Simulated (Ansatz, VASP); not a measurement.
# NiMoIrPdW in VASP and in Ansatz

```
CELL_PARAMETERS angstrom
2.76616 0.00000 0.00000
-1.38308 2.39557 0.00000
0.00000 0.00000 11.02292
ATOMIC_POSITIONS crystal
Ni 0.33333 0.66667 0.59712
Mo 0.00000 0.00000 0.41074
Pd 0.66667 0.33333 0.79520
Ir 0.66667 0.33333 0.19960
W 0.33333 0.66667 0.99734
```

Alike in both runs: functional LDA; k mesh 8 × 8 × 2; occupations fermi-dirac, width 0.05 eV; collinear spin.

```csv
,VASP,Ansatz
version,VASP 6.6.1,Ansatz 0.2.0
potentials or method,"VASP PAW LDA potentials, release 64 (Ni, Mo_sv, Pd, Ir, W_sv), cutoff 520 eV","all-electron LAPW, scalar-relativistic"
task,single point,band structure
```

|  | VASP | Ansatz | Ansatz less VASP |
| --- | --- | --- | --- |
| gap on the k mesh at the Fermi level (eV) | none | none | - |
| pressure (GPa) | -13.4 | -14.2 | -0.87 |
| traceless stress, the component that is largest in VASP (GPa) | -0.11 | -0.04 | +0.074 |
| rms of the force components (eV/Å) | 0.039 | 0.048 | +0.0092 |
| net moment per atom (μB) | 0.00 | 0.00 | -0.001 |

LDA's correlation is that of Perdew and Zunger in VASP and of Perdew and Wang (1992) in Ansatz. Atom by atom the forces differ by 0.018 eV/Å (rms over components). A gap of «none» marks a metal or a gap that the smearing closes. Ansatz ran all-electron here, and VASP with PAW potentials.

Spin-orbit coupling is off throughout. Noted on Ansatz's run: the k mesh is thin for a metal, which can move the energy by tens of meV per atom.
